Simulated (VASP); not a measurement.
Write the native input for VASP 6.6.1 that does the following.

| Item | Value |
| --- | --- |
| Task | single point |
| Functional | r2SCAN |
| Potentials or basis | VASP PAW PBE potentials, release 64 (Ir, Se) |
| Cutoff | 520 eV |
| k mesh | 12 × 12 × 12 |
| Occupations | gaussian, width 0.05 eV |
| Spin | no spin polarisation |
| Dipole correction | no |
| Further INCAR settings | ALGO = Normal; EDIFF = 1e-06; NBANDS = 14 |

The system is IrSe.

```
Ir Se
1.0
     0.00000    2.55864    2.55864
     2.55864    0.00000    2.55864
     2.55864    2.55864    0.00000
Ir Se
1 1
Direct
  0.50000 0.50000 0.50000
  0.00000 0.00000 0.00000
```

This cell differs from its parent crystal: volume scaled by 0.980.

One way to write it, as run:

POSCAR

```
IrSe
1.0
    0.0000000000      2.5586402274      2.5586402274
    2.5586402274      0.0000000000      2.5586402274
    2.5586402274      2.5586402274      0.0000000000
Ir Se
1 1
Direct
    0.5000000000      0.5000000000      0.5000000000
    0.0000000000      0.0000000000      0.0000000000
```

INCAR.step1

```
PREC = Accurate
ENCUT = 520
ISMEAR = 0
SIGMA = 0.05
LREAL = False
LASPH = True
NELM = 80
NBANDS = 14
GGA = PE
ALGO = Normal
EDIFF = 1E-4
LWAVE = True
LCHARG = False
```

INCAR.step2

```
PREC = Accurate
ENCUT = 520
EDIFF = 1E-6
ISMEAR = 0
SIGMA = 0.05
LREAL = False
LASPH = True
NELM = 80
ALGO = Normal
ISIF = 2
LWAVE = False
LCHARG = True
METAGGA = R2SCAN
LMIXTAU = True
LELF = True
LVHAR = True
NBANDS = 14
ISTART = 1
```

KPOINTS

```
regular mesh
0
Gamma
  12 12 12
```

Potentials or basis: VASP PAW PBE potentials, release 64 (Ir, Se).

Command:

```sh
$ cat potpaw_PBE.64/Ir/POTCAR potpaw_PBE.64/Se/POTCAR > POTCAR
$ cp INCAR.step1 INCAR
$ mpirun -np 1 vasp_std > vasp.out
$ cp INCAR.step2 INCAR
$ mpirun -np 1 vasp_std > vasp.out
```

Results of the run:

The pressure is 4.5 GPa.

Caveat: the PAW data sets were made with another functional, which shifts forces and pressure a little.

Wall time 100 s on 1 thread of Intel(R) Xeon(R) Platinum 8559C (Emerald Rapids) (shared host), peak memory 0.19 GiB.
